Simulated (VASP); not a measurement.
# BN (P1) in VASP: single point with PBE

Aim: the single point of BN with PBE.

Everything below comes from runs of VASP 6.6.1. Logs are shortened: lines on timing, memory, paths and dates and some standing lists are left out, and cuts for length are marked.

## Step 1: The cell of the first run

The typed cell holds 4 atoms: a = 2.555 Å, b = 2.555 Å, c = 4.225 Å, α = 90.00°, β = 90.00°, γ = 120.00°.

## Step 2: Single point, PBE (atoms moved at random)

The input, INCAR:

```
SYSTEM = BN
ALGO = Normal
EDIFF = 1E-7
ENCUT = 520
GGA = PE
ISIF = 2
ISMEAR = 0
LASPH = .TRUE.
LCHARG = .FALSE.
LREAL = .FALSE.
LWAVE = .FALSE.
NBANDS = 16
NELM = 60
PREC = Accurate
SIGMA = 0.05
```

The input, KPOINTS:

```
k-points
0
G
  12 12 6
  0 0 0
```

The input, POSCAR:

```
BN
1.0
    2.5545800960      0.0000000000      0.0000000000
   -1.2772900480      2.2123312591      0.0000000000
    0.0000000000      0.0000000000      4.2245145352
B N
2 2
Direct
    0.6640078964      0.3352924088      0.9757570621
    0.3081442763      0.6336006333      0.5100122909
    0.7050272543      0.3897533208      0.6360731124
    0.3228205730      0.6413536372      0.1281575346
```

Potentials or basis: VASP PAW PBE potentials, release 64 (B, N).

Launch:

```
$ cat potpaw_PBE.64/B/POTCAR potpaw_PBE.64/N/POTCAR > POTCAR
$ mpirun -np 1 vasp_std > vasp.out
```

OUTCAR:

```text
SYSTEM = BN
   EDIFF = 1E-7
   ENCUT = 520
   GGA = PE
   ISIF = 2
   ISMEAR = 0
   LASPH = .TRUE.
   LREAL = .FALSE.
   NELM = 60
   PREC = Accurate

 ion  position               nearest neighbor table
   1  0.664  0.335  0.976-   3 1.44   4 1.57   4 1.59   4 1.66
   2  0.308  0.634  0.510-   3 1.44   3 1.53   4 1.61   3 1.76
   3  0.705  0.390  0.636-   1 1.44   2 1.44   2 1.53   2 1.76
   4  0.323  0.641  0.128-   1 1.57   1 1.59   2 1.61   1 1.66

  LATTYP: Found a hexagonal cell.
 ALAT       =     2.5545800960
 C/A-ratio  =     1.6537021258

  Lattice vectors:

 A1 = (   2.5545800960,   0.0000000000,   0.0000000000)
 A2 = (  -1.2772900480,   2.2123312591,   0.0000000000)
 A3 = (   0.0000000000,   0.0000000000,   4.2245145352)

Analysis of symmetry for initial positions (statically):
=====================================================================
 Subroutine PRICEL returns:
 Original cell was already a primitive cell.

 Routine SETGRP: Setting up the symmetry group for a
 hexagonal supercell.

 Subroutine GETGRP returns: Found  1 space group operations
 (whereof  1 operations were pure point group operations)
 out of a pool of 24 trial point group operations.

The static configuration has the point symmetry C_1 .

Analysis of symmetry for dynamics (positions and initial velocities):
=====================================================================
 Subroutine PRICEL returns:
 Original cell was already a primitive cell.

 Routine SETGRP: Setting up the symmetry group for a
 hexagonal supercell.

 Subroutine GETGRP returns: Found  1 space group operations
 (whereof  1 operations were pure point group operations)
 out of a pool of 24 trial point group operations.

The dynamic configuration has the point symmetry C_1 .

 Subroutine INISYM returns: Found  1 space group operations
 (whereof  1 operations are pure point group operations),
 and found     1 'primitive' translations

----------------------------------------------------------------------------------------

                                     Primitive cell

  volume of cell :      23.8752

  direct lattice vectors                    reciprocal lattice vectors
     2.554580096  0.000000000  0.000000000     0.391453766  0.226005937  0.000000000
    -1.277290048  2.212331259  0.000000000     0.000000000  0.452011875  0.000000000
     0.000000000  0.000000000  4.224514535     0.000000000  0.000000000  0.236713590

  length of vectors
     2.554580096  2.554580096  4.224514535     0.452011875  0.452011875  0.236713590

  position of ions in fractional coordinates (direct lattice)
     0.664007896  0.335292409  0.975757062
     0.308144276  0.633600633  0.510012291
     0.705027254  0.389753321  0.636073112
     0.322820573  0.641353637  0.128157535

  ion indices of the primitive-cell ions
   primitive index   ion index
                 1           1
                 2           2
                 3           3
                 4           4

----------------------------------------------------------------------------------------

 KPOINTS: k-points

Automatic generation of k-mesh.
 Grid dimensions read from file:
 generate k-points for:   12   12    6

 Generating k-lattice:

  Cartesian coordinates                     Fractional coordinates (reciprocal lattice)
     0.032621147  0.018833828  0.000000000     0.083333333  0.000000000  0.000000000
     0.000000000  0.037667656  0.000000000     0.000000000  0.083333333  0.000000000
     0.000000000  0.000000000  0.039452265     0.000000000  0.000000000  0.166666667

  Length of vectors
     0.037667656  0.037667656  0.039452265

  Shift w.r.t. Gamma in fractional coordinates (k-lattice)
     0.000000000  0.000000000  0.000000000

 Subroutine IBZKPT returns following result:
 ===========================================

 Found    436 irreducible k-points:

 Following reciprocal coordinates:
            Coordinates               Weight
  0.000000  0.000000  0.000000      1.000000
  0.083333 -0.000000  0.000000      2.000000
  0.000000  0.083333  0.000000      2.000000
 -0.083333  0.083333  0.000000      2.000000
  0.166667  0.000000  0.000000      2.000000
  0.000000  0.166667  0.000000      2.000000
[... 16 lines left out ...]
  0.166667  0.083333  0.000000      2.000000
 -0.083333  0.250000  0.000000      2.000000
 [... further k-points ...]
   k-points           NKPTS =    436   k-points in BZ     NKDIM =    436   number of bands    NBANDS=     16
   number of dos      NEDOS =    301   number of ions     NIONS =      4
   total plane-waves  NPLWV =  12800
   dimension x,y,z NGX =    20 NGY =   20 NGZ =   32
   dimension x,y,z NGXF=    40 NGYF=   40 NGZF=   64
   ions per type =               2   2
   NGX,Y,Z   is equivalent  to a cutoff of  13.02, 13.02, 12.59 a.u.
   NGXF,Y,Z  is equivalent  to a cutoff of  26.03, 26.03, 25.19 a.u.
 SYSTEM =  BN
   PREC   = accura    normal or accurate (medium, high low for compatibility)
   ISTART =      0    job   : 0-new  1-cont  2-samecut
   ICHARG =      2    charge: 1-file 2-atom 10-const
   ISPIN  =      1    spin polarized calculation?
   LNONCOLLINEAR =      F non collinear calculations
   LSORBIT =      F    spin-orbit coupling
   LASPH  =      T    aspherical Exc in radial PAW
   ENCUT  =  520.0 eV  38.22 Ry    6.18 a.u.   4.75  4.75  7.85*2*pi/ulx,y,z
   NELM   =     60;   NELMIN=  2; NELMDL= -5     # of ELM steps
   EDIFF  = 0.1E-06   stopping-criterion for ELM
   LREAL  =      F    real-space projection
   EDIFFG = 0.1E-05   stopping-criterion for IOM
   NSW    =      0    number of steps for IOM
   IBRION =     -1    ionic relax: 0-MD 1-quasi-New 2-CG
   NFREE  =      0    steps in history (QN), initial steepest desc. (CG)
   ISIF   =      2    stress and relaxation
   ISYM   =      2    0-nonsym 1-usesym 2-fastsym
   POTIM  = 0.5000    time-step for ionic-motion
   TEBEG  =    0.0;   TEEND  =   0.0 temperature during run
   PSTRESS=    0.0 pullay stress
   NELECT =      16.0000    total number of electrons
   NUPDOWN=      -1.0000    fix difference up-down
   EMIN   =  10.00;   EMAX   =-10.00  energy-range for DOS
   EFERMI =   0.00;   METHOD = LEGACY
   ISMEAR =     0;   SIGMA  =   0.05  broadening in eV -4-tet -1-fermi 0-gaus
   EFERMI_NEDOS =   21; number of points for ismear=-14 and -15
   IALGO  =     38    algorithm
   IMIX   =      4    mixing-type and parameters
     AMIX     =   0.40;   BMIX     =  1.00
     AMIX_MAG =   1.60;   BMIX_MAG =  1.00
  volume/ion in A,a.u.               =       5.97        40.28
  Fermi-wavevector in a.u.,A,eV,Ry     =   1.432625  2.707270 27.924811  2.052416
  Thomas-Fermi vector in A             =   2.552232
   LORBIT       =      0    0 simple, 1 ext, 2 COOP (PROOUT), +10 PAW based schemes
   GGA     = PE    functional components
   LHFCALC =     F    Hartree Fock is set to
   AEXX    =    0.0000 exact exchange contribution
   IVDW    =     0    specifies the selected vdW correction
   LEPSILON=     F    determine dielectric tensor
   LRPA    =     F    only Hartree local field effects (RPA)
 non-spin polarized calculation
 Gauss-broadening in eV      SIGMA  =   0.05
  energy-cutoff  :      520.00
  volume of cell :       23.88
 maximum number of plane-waves:       660
   NGX =  9   NGY =  9   NGZ = 15

 number of electron      16.0000001 magnetization

 Free energy of the ion-electron system (eV)
  ---------------------------------------------------
  ext. energy  EPLUGINS =         0.00000000
  ---------------------------------------------------
  free energy    TOTEN  =       -34.08023681 eV

  energy without entropy =      -34.08023681  energy(sigma->0) =      -34.08023681

 E-fermi :   8.4782     XC(G=0): -12.7584

 val. band max:        8.1970653469   @ k =   0.0000   0.0000   0.0000
 cond. band min:      11.8939939789   @ k =   0.3333   0.3333   0.0000
 fundamental gap:      3.6969286320
 Fermi energy:         8.4781956785

 k-point     1 :       0.0000    0.0000    0.0000
  band No.  band energies     occupation
      1     -13.0746      2.00000
      2      -8.6849      2.00000
      3      -3.6042      2.00000
      4       3.7723      2.00000
      5       6.0735      2.00000
      6       6.8007      2.00000
[... 8 lines left out ...]
     15      21.5288      0.00000
     16      23.6453      0.00000

 k-point     2 :       0.0833   -0.0000    0.0000
  band No.  band energies     occupation
      1     -12.9273      2.00000
      2      -8.5699      2.00000
      3      -3.4611      2.00000
      4       3.2772      2.00000
      5       5.7501      2.00000
      6       6.5207      2.00000
[... 8 lines left out ...]
     15      21.5849      0.00000
     16      23.5285      0.00000

 k-point     3 :       0.0000    0.0833    0.0000
  band No.  band energies     occupation
      1     -12.9267      2.00000
      2      -8.5650      2.00000
      3      -3.4622      2.00000
      4       3.5911      2.00000
      5       5.4074      2.00000
      6       6.4133      2.00000
[... 8 lines left out ...]
     15      21.8353      0.00000
     16      23.3141      0.00000

 k-point     4 :      -0.0833    0.0833    0.0000
  band No.  band energies     occupation
      1     -12.9272      2.00000
      2      -8.5695      2.00000
      3      -3.4609      2.00000
      4       3.3214      2.00000
      5       5.6680      2.00000
      6       6.5653      2.00000
[... 8 lines left out ...]
     15      21.7091      0.00000
     16      23.5204      0.00000

 k-point     5 :       0.1667    0.0000    0.0000
  band No.  band energies     occupation
      1     -12.4904      2.00000
      2      -8.2424      2.00000
      3      -3.0379      2.00000
      4       1.9927      2.00000
      5       4.9446      2.00000
      6       5.5493      2.00000
[... 8 lines left out ...]
     15      21.8120      0.00000
     16      23.4243      0.00000

 k-point     6 :       0.0000    0.1667    0.0000
  band No.  band energies     occupation
      1     -12.4897      2.00000
      2      -8.2194      2.00000
      3      -3.0444      2.00000
      4       3.0774      2.00000
      5       3.5764      2.00000
      6       5.8328      2.00000
[... 8 lines left out ...]
     15      22.5664      0.00000
     16      22.7144      0.00000
[... 267 lines left out ...]
 k-point    21 :      -0.0833    0.1667    0.0000
  band No.  band energies     occupation
      1     -12.6344      2.00000
      2      -8.3368      2.00000
      3      -3.1802      2.00000
      4       2.9555      2.00000
      5       4.4637      2.00000
      6       5.9453      2.00000
[... 8 lines left out ...]
     15      22.3524      0.00000
     16      23.0863      0.00000

 k-point    22 :      -0.1667    0.0833    0.0000
  band No.  band energies     occupation
      1     -12.6354      2.00000
      2      -8.3524      2.00000
      3      -3.1761      2.00000
      4       2.3287      2.00000
      5       5.0824      2.00000
      6       5.9868      2.00000
[... 8 lines left out ...]
     15      21.7019      0.00000
     16      23.4224      0.00000

 k-point    23 :       0.1667    0.0833    0.0000
  band No.  band energies     occupation
      1     -12.0624      2.00000
      2      -7.9267      2.00000
      3      -2.6307      2.00000
      4       1.3159      2.00000
      5       3.6257      2.00000
      6       4.9452      2.00000
[... 8 lines left out ...]
     15      22.4097      0.00000
     16      23.2029      0.00000

 k-point    24 :      -0.0833    0.2500    0.0000
  band No.  band energies     occupation
      1     -12.0633      2.00000
      2      -7.9032      2.00000
      3      -2.6360      2.00000
      4       2.2812      2.00000
      5       2.5387      2.00000
      6       5.0566      2.00000
[... 8 lines left out ...]
     15      22.7177      0.00000
     16      23.3701      0.00000

 [... further k-points ...]

------------------------ aborting loop because EDIFF is reached ----------------------------------------

  FORCE on cell =-STRESS in cart. coord.  units (eV):
  Direction    XX          YY          ZZ          XY          YZ          ZX
  --------------------------------------------------------------------------------------
  -------------------------------------------------------------------------------------
  Total        1.5637127      0.9798035      1.5873225      0.3940739     -0.3596584     -0.4725083
  in kB      104.9351677     65.7511102    106.5195376     26.4448921    -24.1353918    -31.7083396
  external PRESSURE =      92.4019385 kB  Pullay stress =       0.0000000 kB

 VOLUME and BASIS-vectors are now :
 -----------------------------------------------------------------------------
  energy-cutoff  :      520.00
  volume of cell :       23.88
      direct lattice vectors                 reciprocal lattice vectors
     2.554580096  0.000000000  0.000000000     0.391453766  0.226005937  0.000000000
    -1.277290048  2.212331259  0.000000000     0.000000000  0.452011875  0.000000000
     0.000000000  0.000000000  4.224514535     0.000000000  0.000000000  0.236713590

 POSITION                                       TOTAL-FORCE (eV/Angst)
 -----------------------------------------------------------------------------------
      1.26800      0.74178      4.12210         0.416061     -0.317450      5.498839
     -0.02211      1.40173      2.15455         1.704872      2.530501     -2.807209
      1.30322      0.86226      2.68710        -1.737307     -2.903082     -1.808416
      0.00548      1.41889      0.54140        -0.383626      0.690031     -0.883215
 -----------------------------------------------------------------------------------
    total drift:                                0.000103     -0.000105     -0.000041

  FREE ENERGIE OF THE ION-ELECTRON SYSTEM (eV)
  ---------------------------------------------------
  free  energy   TOTEN  =       -34.0802368137 eV

  energy  without entropy=      -34.0802368137  energy(sigma->0) =      -34.08023681
```

Run time: 2.4 min. Hardware: 1 thread of Intel Xeon Platinum 8375C at 2.90GHz (Ice Lake), shared host; peak memory 0.24 GiB.

Results:

| Item | Value |
| --- | --- |
| Free energy | -34.0802 eV |
| Pressure | 9.2 GPa |
| Largest force | 5.524 eV/Å |
| Band gap on the k mesh | 3.70 eV (least direct gap 6.63 eV) |

Forces in eV/Å, atoms in the order of the input:
```
B    0.416 -0.317  5.499
B    1.705  2.531 -2.807
N   -1.737 -2.903 -1.808
N   -0.384  0.690 -0.883
```

Levels at points of the mesh, in eV from the valence-band top:
| k point | band 5 | band 6 | band 7 | band 8 | band 9 | band 10 | band 11 | band 12 |
| --- | --- | --- | --- | --- | --- | --- | --- | --- |
| (0.00, 0.00, 0.00) | -2.12 | -1.40 | -0.67 | 0.00 | 6.63 | 7.94 | 8.24 | 8.42 |
| (0.50, 0.00, 0.00) | -7.68 | -6.08 | -5.26 | -2.06 | 5.40 | 7.60 | 9.33 | 10.11 |
| (0.00, 0.50, 0.00) | -7.50 | -6.47 | -4.53 | -2.66 | 5.27 | 5.63 | 9.05 | 10.11 |
| (0.50, 0.50, 0.00) | -7.92 | -5.97 | -5.17 | -2.07 | 4.95 | 7.32 | 9.47 | 10.00 |
| (0.00, 0.00, 0.50) | -4.05 | -1.46 | -1.29 | -0.45 | 6.53 | 8.02 | 8.87 | 9.36 |
| (0.50, 0.00, 0.50) | -5.32 | -4.47 | -4.05 | -3.25 | 5.14 | 5.68 | 8.83 | 9.73 |
| (0.00, 0.50, 0.50) | -6.04 | -5.27 | -4.15 | -3.67 | 5.10 | 5.98 | 8.89 | 9.60 |
| (0.50, 0.50, 0.50) | -5.60 | -4.50 | -3.92 | -3.16 | 4.73 | 5.69 | 9.08 | 9.37 |

Caveat: the cell differs from its parent crystal (atoms moved at random); the cell stands under pressure; forces of over 1 eV/Å act on the atoms, so gaps and moduli don't describe the material at rest.
